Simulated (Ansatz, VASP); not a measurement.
One calculation of Mg, two programs

Contents of INCAR:

```
AGGAC = 1.0 ; AGGAX = 1.0
ALDAC = 0.0 ; ALDAX = 1.0
ALGO = Normal ; EDIFF = 1E-6
ENCUT = 520 ; GGA = B5
ISIF = 2 ; ISMEAR = -1
LASPH = True ; LCHARG = True
LELF = True ; LREAL = False
LVHAR = True ; LWAVE = False
NBANDS = 10 ; NELM = 100
PREC = Accurate ; SIGMA = 0.1
```

KPOINTS

```
k-points
0
Gamma
  8 8 11
```

POSCAR

```
Mg
1.0
    5.3409621915      0.0000000000      0.0000000000
   -2.6704810958      4.6254089385      0.0000000000
    0.0000000000      0.0000000000      3.2569981040
Mg
3
Direct
    1.0000000000      1.0000000000      0.0000000000
    0.3333333333      0.6666666667      0.5000000000
    0.6666666667      0.3333333333      0.5000000000
```

Input for Ansatz:

```yaml
crystal:
  lattice:
    - [5.3409621915, 0.0, 0.0]
    - [-2.6704810958, 4.6254089385, 0.0]
    - [0.0, 0.0, 3.256998104]
  atoms:
    - { symbol: Mg, position: [1.0, 1.0, 0.0] }
    - { symbol: Mg, position: [0.3333333333, 0.6666666667, 0.5] }
    - { symbol: Mg, position: [0.6666666667, 0.3333333333, 0.5] }
hamiltonian:
  xc: blyp
  pseudopotentials:
    kind: paw
    azcp:
      Mg: "pseudopotentials/Mg.paw.azcp"
basis:
  ecutwfc: 420
  fft_grid_basis: typed
kpoints:
  mp_grid: { grid: [8, 8, 11], shift: [0, 0, 0] }
magnetization:
  spin_polarized: false
scf:
  occupations: { method: fermi_dirac, width: 0.1 }
  lower_state_search: "off"
output:
  stress: true
  write_density: true
  write_potential: true
  elf: true
  volumetric_format: npy
```

Alike in both runs: task single point; functional BLYP; k mesh 8 × 8 × 11; occupations fermi-dirac, width 0.1 eV; no spin polarisation.

|  | VASP | Ansatz |
| --- | --- | --- |
| version | VASP 6.6.1 | Ansatz 0.2.0 |
| potentials or method | VASP PAW PBE potentials, release 64 (Mg), cutoff 520 eV | plane waves (420 eV) with PAW, scalar-relativistic |
| valence electrons in the cell | 6 | 30 |

```csv
,VASP,Ansatz,Ansatz less VASP
pressure (GPa),-2.5,-2.5,+0.04
"traceless stress, the component that is largest in VASP (GPa)",0.28,0.28,-0.001
```

VASP's potentials were made for PBE, not for BLYP. VASP's potentials hold 6 valence electrons a cell and Ansatz's 30, so a difference there can come from the potentials and not from the codes.
